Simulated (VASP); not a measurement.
# BN (rocksalt type) (Fm-3m) in VASP: further runs, part 2 of 2

VASP 6.6.1. Earlier steps stand in the parts before.

**4. Single point, PBE**

File INCAR:

```
SYSTEM = BN
ALGO = Normal ; EDIFF = 1E-7
ENCUT = 520 ; GGA = PE
ISIF = 2 ; ISMEAR = -1
LASPH = .TRUE. ; LCHARG = .FALSE.
LREAL = .FALSE. ; LWAVE = .FALSE.
NBANDS = 11 ; NELM = 80
PREC = Accurate ; SIGMA = 0.05
```

File KPOINTS:

```
k-points
0
G
  16 16 16
  0 0 0
```

File POSCAR:

```
BN
1.0
    0.0000000000      1.7517369438      1.7517369438
    1.7517369438      0.0000000000      1.7517369438
    1.7517369438      1.7517369438      0.0000000000
B N
1 1
Direct
    0.0000000000      0.0000000000      0.0000000000
    0.5000000000      0.5000000000      0.5000000000
```

Potentials or basis: VASP PAW PBE potentials, release 64 (B, N).

On the command line:

```bash
$ cat potpaw_PBE.64/B/POTCAR potpaw_PBE.64/N/POTCAR > POTCAR
$ mpirun -np 1 vasp_std > vasp.out
```

OUTCAR:

```text
SYSTEM = BN
   EDIFF = 1E-7
   ENCUT = 520
   GGA = PE
   ISIF = 2
   ISMEAR = -1
   LASPH = .TRUE.
   LREAL = .FALSE.
   NELM = 80
   PREC = Accurate

 ion  position               nearest neighbor table
   1  0.000  0.000  0.000-   2 1.75   2 1.75   2 1.75   2 1.75   2 1.75   2 1.75
   2  0.500  0.500  0.500-   1 1.75   1 1.75   1 1.75   1 1.75   1 1.75   1 1.75

  LATTYP: Found a face centered cubic cell.
 ALAT       =     3.5034738876

  Lattice vectors:

 A1 = (   0.0000000000,   1.7517369438,   1.7517369438)
 A2 = (   1.7517369438,   0.0000000000,   1.7517369438)
 A3 = (   1.7517369438,   1.7517369438,   0.0000000000)

Analysis of symmetry for initial positions (statically):
=====================================================================
 Subroutine PRICEL returns:
 Original cell was already a primitive cell.

 Routine SETGRP: Setting up the symmetry group for a
 face centered cubic supercell.

 Subroutine GETGRP returns: Found 48 space group operations
 (whereof 48 operations were pure point group operations)
 out of a pool of 48 trial point group operations.

The static configuration has the point symmetry O_h .

Analysis of symmetry for dynamics (positions and initial velocities):
=====================================================================
 Subroutine PRICEL returns:
 Original cell was already a primitive cell.

 Routine SETGRP: Setting up the symmetry group for a
 face centered cubic supercell.

 Subroutine GETGRP returns: Found 48 space group operations
 (whereof 48 operations were pure point group operations)
 out of a pool of 48 trial point group operations.

The dynamic configuration has the point symmetry O_h .

 Subroutine INISYM returns: Found 48 space group operations
 (whereof 48 operations are pure point group operations),
 and found     1 'primitive' translations

----------------------------------------------------------------------------------------

                                     Primitive cell

[... 112 lines left out ...]
  Fermi-wavevector in a.u.,A,eV,Ry     =   1.483517  2.803441 29.944021  2.200823
  Thomas-Fermi vector in A             =   2.597169
   LORBIT       =      0    0 simple, 1 ext, 2 COOP (PROOUT), +10 PAW based schemes
   GGA     = PE    functional components
   LHFCALC =     F    Hartree Fock is set to
   AEXX    =    0.0000 exact exchange contribution
   IVDW    =     0    specifies the selected vdW correction
   LEPSILON=     F    determine dielectric tensor
   LRPA    =     F    only Hartree local field effects (RPA)
 non-spin polarized calculation
  energy-cutoff  :      520.00
  volume of cell :       10.75
 maximum number of plane-waves:       303
   NGX =  9   NGY =  9   NGZ =  9

 number of electron       7.9999998 magnetization

 Free energy of the ion-electron system (eV)
  ---------------------------------------------------
  ext. energy  EPLUGINS =         0.00000000
  ---------------------------------------------------
  free energy    TOTEN  =       -13.94604975 eV

  energy without entropy =      -13.94604969  energy(sigma->0) =      -13.94604972

 E-fermi :  10.9038     XC(G=0): -13.7097

 val. band max:       10.2572390066   @ k =  -0.1875   0.1250   0.0000
 cond. band min:      11.4327027933   @ k =   0.5000   0.5000   0.0000
 fundamental gap:      1.1754637867
 Fermi energy:        10.9038351468

 k-point     1 :       0.0000    0.0000    0.0000
  band No.  band energies     occupation
      1     -12.1105      2.00000
      2       9.3855      2.00000
      3       9.3855      2.00000
      4       9.3855      2.00000
      5      19.2718      0.00000
      6      22.2479      0.00000
      7      22.2479      0.00000
      8      22.2479      0.00000
      9      28.7925      0.00000
     10      28.7925      0.00000
     11      28.7925      0.00000
[... 309 lines left out ...]
 k-point    24 :      -0.0625    0.0625    0.0000
  band No.  band energies     occupation
      1     -11.8196      2.00000
      2       8.4080      2.00000
      3       8.8676      2.00000
      4       9.5993      2.00000
      5      19.6022      0.00000
      6      20.8808      0.00000
      7      21.6248      0.00000
      8      22.2042      0.00000
      9      27.7487      0.00000
     10      29.1730      0.00000
     11      30.1933      0.00000

 [... further k-points ...]
[... 5 lines left out ...]
  --------------------------------------------------------------------------------------
  -------------------------------------------------------------------------------------
  Total       -0.0052045     -0.0052045     -0.0052045     -0.0000000     -0.0000000     -0.0000000
  in kB       -0.7756323     -0.7756323     -0.7756323     -0.0000000     -0.0000000     -0.0000000
  external PRESSURE =      -0.7756323 kB  Pullay stress =       0.0000000 kB

 VOLUME and BASIS-vectors are now :
 -----------------------------------------------------------------------------
  energy-cutoff  :      520.00
  volume of cell :       10.75
      direct lattice vectors                 reciprocal lattice vectors
     0.000000000  1.751736944  1.751736944    -0.285430984  0.285430984  0.285430984
     1.751736944  0.000000000  1.751736944     0.285430984 -0.285430984  0.285430984
     1.751736944  1.751736944  0.000000000     0.285430984  0.285430984 -0.285430984

 POSITION                                       TOTAL-FORCE (eV/Angst)
 -----------------------------------------------------------------------------------
      0.00000      0.00000      0.00000         0.000000     -0.000000     -0.000000
      1.75174      1.75174      1.75174        -0.000000      0.000000      0.000000
 -----------------------------------------------------------------------------------
    total drift:                               -0.000000     -0.000000     -0.000000

  FREE ENERGIE OF THE ION-ELECTRON SYSTEM (eV)
  ---------------------------------------------------
  free  energy   TOTEN  =       -13.9460497514 eV

  energy  without entropy=      -13.9460496920  energy(sigma->0) =      -13.94604972
```

stdout:

```text
POSCAR found type information on POSCAR B N
 POSCAR found :  2 types and       2 ions
 scaLAPACK will be used
 LDA part: xc-table for (Slater+PW92), standard interpolation
 POSCAR, INCAR and KPOINTS ok, starting setup
 FFT: planning ... GRIDC
 FFT: planning ... GRID_SOFT
 FFT: planning ... GRID
 WAVECAR not read
 entering main loop
```

Wall time 23 s (1 thread of Intel Xeon 8259CL, shared host); peak memory 0.12 GiB.

What came out:

* Free energy: -13.9460 eV
* Pressure: -0.1 GPa
* Band gap on the k mesh: 1.18 eV, indirect (least direct gap 5.82 eV)

Levels at points of the mesh, in eV from the valence-band top:
| k point | band 1 | band 2 | band 3 | band 4 | band 5 | band 6 | band 7 | band 8 |
| --- | --- | --- | --- | --- | --- | --- | --- | --- |
| (0.00, 0.00, 0.00) | -22.37 | -0.87 | -0.87 | -0.87 | 9.01 | 11.99 | 11.99 | 11.99 |
| (0.50, 0.00, 0.00) | -17.22 | -12.49 | -0.63 | -0.63 | 5.19 | 5.19 | 7.17 | 13.56 |
| (0.50, 0.50, 0.00) | -14.44 | -11.78 | -5.58 | -5.58 | 1.18 | 8.84 | 14.52 | 14.52 |

A k mesh can miss the band edges. Expect the measured gap to be larger: semilocal functionals such as PBE lack the derivative discontinuity.

**5. Relaxation of cell and atoms, PBE, target pressure 0.002 GPa, at which the enthalpy is minimised**

File INCAR:

```
SYSTEM = BN
ALGO = Normal ; EDIFF = 1E-6
EDIFFG = -0.005 ; ENCUT = 600
GGA = PE ; IBRION = 2
ISIF = 3 ; ISMEAR = -1
LASPH = .True. ; LCHARG = .False.
LREAL = .False. ; LWAVE = .False.
NELM = 100 ; NSW = 60
PREC = Accurate ; PSTRESS = 0.02
SIGMA = 0.05
```

File KPOINTS:

```
k-points
0
Gamma
  15 15 15
  0 0 0
```

POSCAR is that of step 4.

On the command line:

```bash
$ cat potpaw_PBE.64/B/POTCAR potpaw_PBE.64/N/POTCAR > POTCAR
$ mpirun -np 1 vasp_std > vasp.out
```

It took 33 s on 1 thread of Intel Xeon 8259CL, shared host; peak memory 0.13 GiB.

The run converged. Its results:

```yaml
Free_energy: -13.9491 eV
Relaxed_volume: 5.37 Å³/atom
Relaxed_cell: a = 2.477 Å, b = 2.477 Å, c = 2.477 Å, α = 60.00°, β = 60.00°, γ = 60.00°
Space_group_after_relaxing_to_0.05_Å: Fm-3m (No. 225)
Energy_change_on_relaxing_the_enthalpy_is_what_falls: -0.0 meV/atom
Ionic_steps: 3
Pressure_after_relaxing: 0.0 GPa
Band_gap_on_the_k_mesh: 1.19 eV, indirect (least direct gap 5.89 eV)
```

Final structure:
```xyz
2
Lattice="0.0000 1.7513 1.7513 1.7513 0.0000 1.7513 1.7513 1.7513 0.0000" Properties=species:S:1:pos:R:3 pbc="T T T"
B     0.0000    0.0000    0.0000
N     1.7513    1.7513    1.7513
```

Levels at points of the mesh, in eV from the valence-band top:
| k point | band 1 | band 2 | band 3 | band 4 | band 5 | band 6 | band 7 | band 8 |
| --- | --- | --- | --- | --- | --- | --- | --- | --- |
| (0.00, 0.00, 0.00) | -22.40 | -0.89 | -0.89 | -0.89 | 9.01 | 11.98 | 11.98 | 11.98 |

Caveat: the cell is relaxed towards a set pressure, so the enthalpy falls and the energy may rise. A k mesh can miss the band edges.

**6. Relaxation of cell and atoms, PBE**

This run uses another cell than the first one, of 10.00 Å³/atom, 1.860 times its volume.

File INCAR:

```
SYSTEM = BN
ALGO = Normal
EDIFF = 1E-7
EDIFFG = -0.005
ENCUT = 600
GGA = PE
IBRION = 2
ISIF = 3
ISMEAR = -1
LASPH = .TRUE.
LCHARG = .FALSE.
LREAL = .FALSE.
LWAVE = .FALSE.
NELM = 80
NSW = 60
PREC = Accurate
SIGMA = 0.05
```

File KPOINTS:

```
k-points
0
G
  16 16 16
  0 0 0
```

File POSCAR:

```
BN
1.0
    0.0000000000      2.1544346900      2.1544346900
    2.1544346900      0.0000000000      2.1544346900
    2.1544346900      2.1544346900      0.0000000000
B N
1 1
Direct
    0.0000000000      0.0000000000      0.0000000000
    0.5000000000      0.5000000000      0.5000000000
```

Potentials or basis: VASP PAW PBE potentials, release 64 (B, N).

On the command line:

```bash
$ cat potpaw_PBE.64/B/POTCAR potpaw_PBE.64/N/POTCAR > POTCAR
$ mpirun -np 1 vasp_std > vasp.out
```

It took 55 s on 1 thread of Intel Xeon 6975P-C (Granite Rapids), shared host; peak memory 0.15 GiB.

Results (log left out):

```
Free energy                            : -13.9648 eV
Relaxed volume                         : 5.38 Å³/atom
Relaxed cell                           : a = 2.478 Å, b = 2.478 Å, c = 2.478 Å, α = 60.00°, β = 60.00°, γ = 60.00°
Space group after relaxing (to 0.05 Å) : Fm-3m (No. 225)
Energy gained by relaxing              : 1563.0 meV/atom
Ionic steps                            : 18
Pressure after relaxing                : -0.1 GPa
Band gap on the k mesh                 : 1.17 eV, indirect (least direct gap 5.81 eV)
```

The path:
| step | energy change (eV) | largest force (eV/Å) | pressure (GPa) | volume (Å³) |
| --- | --- | --- | --- | --- |
| 1 | 0.0000 | 0.0000 | -60.74 | 20.00 |
| 2 | -3.1235 | 0.0000 | -5.24 | 10.91 |
| 3 | -3.1260 | 0.0000 | -0.22 | 10.76 |
| 4 | -3.1260 | 0.0000 | -0.22 | 10.76 |
| 5 | -3.1260 | 0.0000 | -0.22 | 10.76 |
| 6 | -3.1260 | 0.0000 | -0.22 | 10.76 |
| 7 | -3.1260 | 0.0000 | -0.22 | 10.76 |
| 8 | -3.1260 | 0.0000 | -0.22 | 10.76 |
| 9 | -3.1260 | 0.0000 | -0.22 | 10.76 |
| 10 | -3.1260 | 0.0000 | -0.22 | 10.76 |
| 11 | -3.1260 | 0.0000 | -0.22 | 10.76 |
| 12 | -3.1260 | 0.0000 | -0.22 | 10.76 |
| 13 | -3.1260 | 0.0000 | -0.21 | 10.76 |
| 14 | -3.1260 | 0.0000 | -0.21 | 10.76 |
| 15 | -3.1260 | 0.0000 | -0.21 | 10.76 |
| 16 | -3.1260 | 0.0000 | -0.20 | 10.76 |
| 17 | -3.1260 | 0.0000 | -0.18 | 10.76 |
| 18 | -3.1260 | 0.0000 | -0.14 | 10.76 |

Final structure:
```cif
data_structure
_symmetry_space_group_name_H-M 'P 1'
_symmetry_Int_Tables_number 1
_cell_length_a 2.4782
_cell_length_b 2.4782
_cell_length_c 2.4782
_cell_angle_alpha 60.000
_cell_angle_beta 60.000
_cell_angle_gamma 60.000
_cell_volume 10.76
loop_
_atom_site_label
_atom_site_type_symbol
_atom_site_fract_x
_atom_site_fract_y
_atom_site_fract_z
_atom_site_occupancy
B1 B 0.00000 0.00000 0.00000 1
N1 N 0.50000 0.50000 0.50000 1
```

Levels at points of the mesh, in eV from the valence-band top:
```csv
k point,band 1,band 2,band 3,band 4,band 5,band 6,band 7,band 8
"(0.00, 0.00, 0.00)",-22.36,-0.87,-0.87,-0.87,9.00,11.98,11.98,11.98
"(0.50, 0.00, 0.00)",-17.21,-12.48,-0.63,-0.63,5.18,5.18,7.16,13.54
"(0.50, 0.50, 0.00)",-14.44,-11.78,-5.58,-5.58,1.17,8.84,14.50,14.50
```

Caveat: the volume moved by over 15 % at a fixed basis, so the end points are rough. PBE gaps usually lie below the measured ones, often by a third to a half.

**7. Summary**

```tsv
task	cell	k mesh	cutoff (eV)	gap on the mesh (eV)	pressure (GPa)
single point	a = 2.477 Å, angles 60.0°, 2 atoms	15 × 15 × 15	520	1.19	-0.1
single point	a = 2.478 Å, angles 60.0°, 2 atoms	15 × 15 × 15	520	1.19	-0.2
single point	a = 2.477 Å, angles 60.0°, 2 atoms	16 × 16 × 16	520	1.18	-0.1
relaxation of cell and atoms	relaxed to 0.002 GPa from a = 2.477 Å, angles 60.0°, 2 atoms	15 × 15 × 15	600	1.19	0.0
relaxation of cell and atoms	relaxed from a = 3.047 Å, angles 60.0°, 2 atoms	16 × 16 × 16	600	1.17	-0.1
```

Alike in all rows: level PBE; potentials or basis VASP PAW PBE potentials, release 64 (B, N); no spin polarisation; smearing fermi-dirac 0.05 eV.

On the cell as given the gap runs from 1.18 eV (PBE) to 1.19 eV (PBE); the meshes differ, which moves gaps too.

Caveats: the cell is relaxed towards a set pressure, so the enthalpy falls and the energy may rise (some runs); the volume moved by over 15 % at a fixed basis, so the end points are rough (some runs).

Absolute energies hang on the potentials; compare differences alone.
